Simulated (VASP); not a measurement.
# ZrC (Fm-3m) in VASP: notebook

Runs on ZrC. Level: r2SCAN. Tasks: single point, relaxation of cell and atoms.

Program: VASP 6.6.1. These are calculated values, not measurements. Logs are shortened: lines on timing, memory, paths and dates and some standing lists are left out, and cuts for length are marked.

### 1 The cell of the first run

The structure is cubic, space group Fm-3m (No. 225). The conventional cell has a = 4.508 Å, b = 4.508 Å, c = 4.508 Å, α = 90.00°, β = 90.00°, γ = 90.00°. Zr (site symmetry m-3m) has 6 C at 2.25 Å within 3.0 Å. Within 3.0 Å of C (site symmetry m-3m) lie 6 Zr at 2.25 Å.

### 2 Single point, r2SCAN

POSCAR

```
ZrC
1.0
    0.0000000000      2.2542414439      2.2542414439
    2.2542414439      0.0000000000      2.2542414439
    2.2542414439      2.2542414439      0.0000000000
Zr C
1 1
Direct
    0.0000000000      0.0000000000      0.0000000000
    0.5000000000      0.5000000000      0.5000000000
```

INCAR.step1

```
PREC = Accurate ; ENCUT = 660
ISMEAR = 0 ; SIGMA = 0.1
LREAL = False ; LASPH = True
NELM = 120 ; NBANDS = 15
GGA = PE ; ALGO = Normal
EDIFF = 1E-5 ; LWAVE = True
LCHARG = False ; GGA_COMPAT = False
```

INCAR.step2

```
PREC = Accurate ; ENCUT = 660
EDIFF = 1E-6 ; ISMEAR = 0
SIGMA = 0.1 ; LREAL = False
LASPH = True ; NELM = 120
ALGO = Normal ; ISIF = 2
LWAVE = False ; LCHARG = False
METAGGA = R2SCAN ; LMIXTAU = True
NBANDS = 15 ; ISTART = 1
GGA_COMPAT = False
```

KPOINTS

```
Automatic mesh
0
Gamma
  8 8 8
```

Potentials or basis: VASP PAW PBE potentials, release 64 (Zr_sv, C).

Command:

```sh
$ cat potpaw_PBE.64/Zr_sv/POTCAR potpaw_PBE.64/C/POTCAR > POTCAR
$ cp INCAR.step1 INCAR
$ mpirun -np 1 vasp_std > vasp.out
$ cp INCAR.step2 INCAR
$ mpirun -np 1 vasp_std > vasp.out
```

OUTCAR:

```text
PREC = Accurate
   ENCUT = 660
   EDIFF = 1E-6
   ISMEAR = 0
   LREAL = False
   LASPH = True
   NELM = 120
   ISIF = 2
   METAGGA = R2SCAN
   ISTART = 1

 ion  position               nearest neighbor table
   1  0.000  0.000  0.000-   2 2.25   2 2.25   2 2.25   2 2.25   2 2.25   2 2.25
   2  0.500  0.500  0.500-   1 2.25   1 2.25   1 2.25   1 2.25   1 2.25   1 2.25

  LATTYP: Found a face centered cubic cell.
 ALAT       =     4.5084828878

  Lattice vectors:

 A1 = (   0.0000000000,   2.2542414439,   2.2542414439)
 A2 = (   2.2542414439,   0.0000000000,   2.2542414439)
 A3 = (   2.2542414439,   2.2542414439,   0.0000000000)

Analysis of symmetry for initial positions (statically):
=====================================================================
 Subroutine PRICEL returns:
 Original cell was already a primitive cell.

 Routine SETGRP: Setting up the symmetry group for a
 face centered cubic supercell.

 Subroutine GETGRP returns: Found 48 space group operations
 (whereof 48 operations were pure point group operations)
 out of a pool of 48 trial point group operations.

The static configuration has the point symmetry O_h .

Analysis of symmetry for dynamics (positions and initial velocities):
=====================================================================
 Subroutine PRICEL returns:
 Original cell was already a primitive cell.

 Routine SETGRP: Setting up the symmetry group for a
 face centered cubic supercell.

 Subroutine GETGRP returns: Found 48 space group operations
 (whereof 48 operations were pure point group operations)
 out of a pool of 48 trial point group operations.

The dynamic configuration has the point symmetry O_h .

 Subroutine INISYM returns: Found 48 space group operations
 (whereof 48 operations are pure point group operations),
 and found     1 'primitive' translations

----------------------------------------------------------------------------------------

                                     Primitive cell

  volume of cell :      22.9103

  direct lattice vectors                    reciprocal lattice vectors
     0.000000000  2.254241444  2.254241444    -0.221804102  0.221804102  0.221804102
     2.254241444  0.000000000  2.254241444     0.221804102 -0.221804102  0.221804102
     2.254241444  2.254241444  0.000000000     0.221804102  0.221804102 -0.221804102

  length of vectors
     3.187978823  3.187978823  3.187978823     0.384175975  0.384175975  0.384175975

  position of ions in fractional coordinates (direct lattice)
     0.000000000  0.000000000  0.000000000
     0.500000000  0.500000000  0.500000000

  ion indices of the primitive-cell ions
   primitive index   ion index
                 1           1
                 2           2

----------------------------------------------------------------------------------------

 KPOINTS: Automatic mesh

Automatic generation of k-mesh.
 Grid dimensions read from file:
 generate k-points for:    8    8    8

 Generating k-lattice:

  Cartesian coordinates                     Fractional coordinates (reciprocal lattice)
    -0.027725513  0.027725513  0.027725513     0.125000000  0.000000000  0.000000000
     0.027725513 -0.027725513  0.027725513     0.000000000  0.125000000  0.000000000
     0.027725513  0.027725513 -0.027725513     0.000000000  0.000000000  0.125000000

  Length of vectors
     0.048021997  0.048021997  0.048021997

  Shift w.r.t. Gamma in fractional coordinates (k-lattice)
     0.000000000  0.000000000  0.000000000

 Subroutine IBZKPT returns following result:
 ===========================================

 Found     29 irreducible k-points:

 Following reciprocal coordinates:
            Coordinates               Weight
  0.000000  0.000000  0.000000      1.000000
  0.125000  0.000000  0.000000      8.000000
  0.250000  0.000000  0.000000      8.000000
  0.375000  0.000000  0.000000      8.000000
  0.500000  0.000000  0.000000      4.000000
  0.125000  0.125000  0.000000      6.000000
[... 16 lines left out ...]
  0.500000  0.250000  0.125000     48.000000
 -0.375000  0.250000  0.125000     24.000000
 [... further k-points ...]
   k-points           NKPTS =     29   k-points in BZ     NKDIM =     29   number of bands    NBANDS=     15
   number of dos      NEDOS =    301   number of ions     NIONS =      2
   total plane-waves  NPLWV =  21952
   dimension x,y,z NGX =    28 NGY =   28 NGZ =   28
   dimension x,y,z NGXF=    56 NGYF=   56 NGZF=   56
   ions per type =               1   1
   NGX,Y,Z   is equivalent  to a cutoff of  14.60, 14.60, 14.60 a.u.
   NGXF,Y,Z  is equivalent  to a cutoff of  29.20, 29.20, 29.20 a.u.
 SYSTEM =  unknown system
   PREC   = accura    normal or accurate (medium, high low for compatibility)
   ISTART =      1    job   : 0-new  1-cont  2-samecut
   ICHARG =      0    charge: 1-file 2-atom 10-const
   ISPIN  =      1    spin polarized calculation?
   LNONCOLLINEAR =      F non collinear calculations
   LSORBIT =      F    spin-orbit coupling
   LASPH  =      T    aspherical Exc in radial PAW
   ENCUT  =  660.0 eV  48.51 Ry    6.96 a.u.   6.68  6.68  6.68*2*pi/ulx,y,z
   NELM   =    120;   NELMIN=  2; NELMDL=  0     # of ELM steps
   EDIFF  = 0.1E-05   stopping-criterion for ELM
   LREAL  =      F    real-space projection
   EDIFFG = 0.1E-04   stopping-criterion for IOM
   NSW    =      0    number of steps for IOM
   IBRION =     -1    ionic relax: 0-MD 1-quasi-New 2-CG
   NFREE  =      0    steps in history (QN), initial steepest desc. (CG)
   ISIF   =      2    stress and relaxation
   ISYM   =      2    0-nonsym 1-usesym 2-fastsym
   POTIM  = 0.5000    time-step for ionic-motion
   TEBEG  =    0.0;   TEEND  =   0.0 temperature during run
   PSTRESS=    0.0 pullay stress
   NELECT =      16.0000    total number of electrons
   NUPDOWN=      -1.0000    fix difference up-down
   EMIN   =  10.00;   EMAX   =-10.00  energy-range for DOS
   EFERMI =   0.00;   METHOD = LEGACY
   ISMEAR =     0;   SIGMA  =   0.10  broadening in eV -4-tet -1-fermi 0-gaus
   EFERMI_NEDOS =   21; number of points for ismear=-14 and -15
   IALGO  =     38    algorithm
   IMIX   =      4    mixing-type and parameters
     AMIX     =   0.40;   BMIX     =  1.00
     AMIX_MAG =   1.60;   BMIX_MAG =  1.00
  volume/ion in A,a.u.               =      11.46        77.30
  Fermi-wavevector in a.u.,A,eV,Ry     =   1.452461  2.744753 28.703424  2.109642
  Thomas-Fermi vector in A             =   2.569840
   LORBIT       =      0    0 simple, 1 ext, 2 COOP (PROOUT), +10 PAW based schemes
   METAGGA = R2SCAN    functional components
   LHFCALC =     F    Hartree Fock is set to
   AEXX    =    0.0000 exact exchange contribution
   IVDW    =     0    specifies the selected vdW correction
   LEPSILON=     F    determine dielectric tensor
   LRPA    =     F    only Hartree local field effects (RPA)
 non-spin polarized calculation
 Gauss-broadening in eV      SIGMA  =   0.10
  energy-cutoff  :      660.00
  volume of cell :       22.91
 maximum number of plane-waves:       903
   NGX = 13   NGY = 13   NGZ = 13

 number of electron      16.0000000 magnetization

 Free energy of the ion-electron system (eV)
  ---------------------------------------------------
  ext. energy  EPLUGINS =         0.00000000
  ---------------------------------------------------
  free energy    TOTEN  =       -34.36131541 eV

  energy without entropy =      -34.35920452  energy(sigma->0) =      -34.36025997

 E-fermi :  11.1034     XC(G=0): -13.6455

 val. band max:       11.0557954321   @ k =   0.1250   0.1250   0.0000
 cond. band min:      11.3316697128   @ k =   0.5000   0.5000   0.0000
 fundamental gap:      0.2758742807
 Fermi energy:        11.1034410766

 k-point     1 :       0.0000    0.0000    0.0000
  band No.  band energies     occupation
      1     -38.1920      2.00000
      2     -15.0779      2.00000
      3     -15.0779      2.00000
      4     -15.0779      2.00000
      5      -1.3019      2.00000
      6      12.1020      0.00000
      7      12.1020      0.00000
      8      12.1020      0.00000
      9      12.5032      0.00000
     10      12.5032      0.00000
     11      12.5032      0.00000
     12      14.5001      0.00000
     13      14.5001      0.00000
     14      20.6486      0.00000
     15      22.5032      0.00000

 k-point     2 :       0.1250    0.0000    0.0000
  band No.  band energies     occupation
      1     -38.1650      2.00000
      2     -15.3016      2.00000
      3     -15.0945      2.00000
      4     -15.0945      2.00000
      5      -0.8577      2.00000
      6      10.2734      2.00000
      7      10.5888      2.00000
      8      10.5888      2.00000
      9      13.0822      0.00000
     10      13.0822      0.00000
     11      13.5746      0.00000
     12      16.3261      0.00000
     13      16.3261      0.00000
     14      21.3573      0.00000
     15      23.6356      0.00000

 k-point     3 :       0.2500    0.0000    0.0000
  band No.  band energies     occupation
      1     -38.0991      2.00000
      2     -15.8082      2.00000
      3     -15.1339      2.00000
      4     -15.1339      2.00000
      5       0.2738      2.00000
      6       8.0725      2.00000
      7       8.9642      2.00000
      8       8.9642      2.00000
      9      14.2606      0.00000
     10      14.2606      0.00000
     11      14.4791      0.00000
     12      19.2562      0.00000
     13      19.2562      0.00000
     14      22.3164      0.00000
     15      26.0069      0.00000
[... 343 lines left out ...]
 k-point    23 :       0.5000    0.2500    0.1250
  band No.  band energies     occupation
      1     -37.9958      2.00000
      2     -16.1398      2.00000
      3     -15.5173      2.00000
      4     -15.2702      2.00000
      5       1.1998      2.00000
      6       6.6215      2.00000
      7       8.2942      2.00000
      8       8.7236      2.00000
      9      13.8804      0.00000
     10      16.7915      0.00000
     11      17.3419      0.00000
     12      19.2896      0.00000
     13      21.6643      0.00000
     14      23.8684      0.00000
     15      27.0511      0.00000

 k-point    24 :      -0.3750    0.2500    0.1250
  band No.  band energies     occupation
      1     -37.9733      2.00000
      2     -16.2455      2.00000
      3     -15.5484      2.00000
      4     -15.3112      2.00000
      5       1.4273      2.00000
      6       6.4020      2.00000
      7       8.2825      2.00000
      8       8.3659      2.00000
      9      15.2039      0.00000
     10      15.7703      0.00000
     11      17.6082      0.00000
     12      20.9658      0.00000
     13      21.7958      0.00000
     14      23.1749      0.00000
     15      27.2201      0.00000

 [... further k-points ...]
[... 5 lines left out ...]
  --------------------------------------------------------------------------------------
  -------------------------------------------------------------------------------------
  Total        5.6593208      5.6593208      5.6593208     -0.0000000      0.0000000     -0.0000000
  in kB      395.7706763    395.7706763    395.7706763     -0.0000000      0.0000000     -0.0000000
  external PRESSURE =     395.7706763 kB  Pullay stress =       0.0000000 kB

 VOLUME and BASIS-vectors are now :
 -----------------------------------------------------------------------------
  energy-cutoff  :      660.00
  volume of cell :       22.91
      direct lattice vectors                 reciprocal lattice vectors
     0.000000000  2.254241444  2.254241444    -0.221804102  0.221804102  0.221804102
     2.254241444  0.000000000  2.254241444     0.221804102 -0.221804102  0.221804102
     2.254241444  2.254241444  0.000000000     0.221804102  0.221804102 -0.221804102

 POSITION                                       TOTAL-FORCE (eV/Angst)
 -----------------------------------------------------------------------------------
      0.00000      0.00000      0.00000         0.000000      0.000000     -0.000000
      2.25424      2.25424      2.25424         0.000000      0.000000      0.000000
 -----------------------------------------------------------------------------------
    total drift:                                0.000000      0.000000      0.000000

  FREE ENERGIE OF THE ION-ELECTRON SYSTEM (eV)
  ---------------------------------------------------
  free  energy   TOTEN  =       -34.3613154131 eV

  energy  without entropy=      -34.3592045173  energy(sigma->0) =      -34.36025997
```

Run time: 28 s. Hardware: 1 thread of Intel Xeon 6975P-C (Granite Rapids), shared host; peak memory 0.17 GiB.

Results:

- Free energy: -34.3613 eV
- Pressure: 39.6 GPa
- Band gap on the k mesh: zero (band 8 reaches 12.10 eV, above the bottom of band 9 at 10.74 eV)

Levels at points of the mesh, in eV from the Fermi level:
| k point | band 4 | band 5 | band 6 | band 7 | band 8 | band 9 | band 10 | band 11 | band 12 | band 13 |
| --- | --- | --- | --- | --- | --- | --- | --- | --- | --- | --- |
| (0.00, 0.00, 0.00) | -26.18 | -12.41 | 1.00 | 1.00 | 1.00 | 1.40 | 1.40 | 1.40 | 3.40 | 3.40 |
| (0.50, 0.00, 0.00) | -26.29 | -8.61 | -5.93 | -3.53 | -3.53 | 5.58 | 5.58 | 6.61 | 7.60 | 12.34 |
| (0.50, 0.50, 0.00) | -26.63 | -11.44 | -2.04 | -1.85 | 0.23 | 0.23 | 5.38 | 7.01 | 7.01 | 10.09 |

Caveat: the PAW data sets were made with another functional, which shifts forces and pressure a little.

[end of part 1 of 2]
